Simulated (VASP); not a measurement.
**KBr: relaxation of cell and atoms with PBEsol**

KBr:

```
CELL_PARAMETERS angstrom
0.00000 3.30000 3.30000
3.30000 0.00000 3.30000
3.30000 3.30000 0.00000
ATOMIC_POSITIONS crystal
Br 0.50000 0.50000 0.50000
K 0.00000 0.00000 0.00000
```

```
Program                : VASP 6.6.1
Task                   : relaxation of cell and atoms
Functional             : PBEsol
Potentials or basis    : VASP PAW PBE potentials, release 64 (Br, K_sv)
Cutoff                 : 600 eV
k mesh                 : 7 × 7 × 7
Occupations            : fermi-dirac, width 0.05 eV
Spin                   : no spin polarisation
Target pressure        : 20 GPa
Dipole correction      : no
Further INCAR settings : ALGO = Normal; EDIFF = 1e-06; IBRION = 2; EDIFFG = -0.01; NSW = 80; ISIF = 3
```

```yaml
Relaxed_volume: 22.78 Å³/atom
Relaxed_cell: a = 4.009 Å, b = 4.009 Å, c = 4.009 Å, α = 60.00°, β = 60.00°, γ = 60.00°
Space_group_after_relaxing_to_0.05_Å: Fm-3m (No. 225)
Energy_change_on_relaxing_the_enthalpy_is_what_falls: +505.8 meV/atom
Ionic_steps: 7
Pressure_after_relaxing: 20.0 GPa
Band_gap_on_the_k_mesh: 4.65 eV, indirect (least direct gap 5.06 eV)
```

The path:
| step | energy change (eV) | largest force (eV/Å) | pressure (GPa) | volume (Å³) |
| --- | --- | --- | --- | --- |
| 1 | 0.0000 | 0.0000 | -0.27 | 71.87 |
| 2 | 3.7355 | 0.0000 | 66.23 | 34.19 |
| 3 | 0.9088 | 0.0000 | 18.28 | 46.41 |
| 4 | 0.9850 | 0.0000 | 19.55 | 45.77 |
| 5 | 1.0405 | 0.0000 | 20.48 | 45.32 |
| 6 | 0.9884 | 0.0000 | 19.60 | 45.74 |
| 7 | 1.0116 | 0.0000 | 20.00 | 45.55 |

Final structure:
```xyz
2
Lattice="0.0000 2.8346 2.8346 2.8346 0.0000 2.8346 2.8346 2.8346 0.0000" Properties=species:S:1:pos:R:3 pbc="T T T"
Br    2.8346    2.8346    2.8346
K     0.0000    0.0000    0.0000
```

Levels at points of the mesh, in eV from the valence-band top:
```
           k point  band 5  band 6  band 7  band 8  band 9  band 10  band 11  band 12
(0.00, 0.00, 0.00)  -10.65    0.00    0.00    0.00    5.84     7.07     7.07     7.07
```

Wall time 2.9 min on 1 thread of AMD EPYC 7R43 64-Core Processor (Zen 3) (shared host), peak memory 0.22 GiB.

Caveat: the cell is relaxed towards a set pressure, so the enthalpy falls and the energy may rise; the volume moved by over 15 % at a fixed basis, so the end points are rough; the PAW data sets were made with another functional, which shifts forces and pressure a little. PBEsol gaps usually lie below the measured ones, often by a third to a half.
